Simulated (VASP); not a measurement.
Input of a VASP 6.6.1 run:

Contents of INCAR:

```
PREC = Accurate
ENCUT = 520
EDIFF = 1E-7
ISMEAR = -1
SIGMA = 0.1
LREAL = False
LASPH = True
NELM = 100
ALGO = Normal
ISIF = 2
LWAVE = False
LCHARG = False
GGA = CA
NBANDS = 12
```

File KPOINTS:

```
regular mesh
0
Gamma
  18 18 18
```

Contents of POSCAR:

```
Cu
1.0
   -1.4162559437      1.4162559437      1.4162559437
    1.4162559437     -1.4162559437      1.4162559437
    1.4162559437      1.4162559437     -1.4162559437
Cu
1
Direct
    0.0000000000      0.0000000000      0.0000000000
```

Potentials or basis: VASP PAW LDA potentials, release 64 (Cu).

The run is started by

```console
$ cat potpaw_LDA.64/Cu/POTCAR > POTCAR
$ mpirun -np 1 vasp_std > vasp.out
```

(1) Predict the pressure.

## Answers

(1) -5.7 GPa.
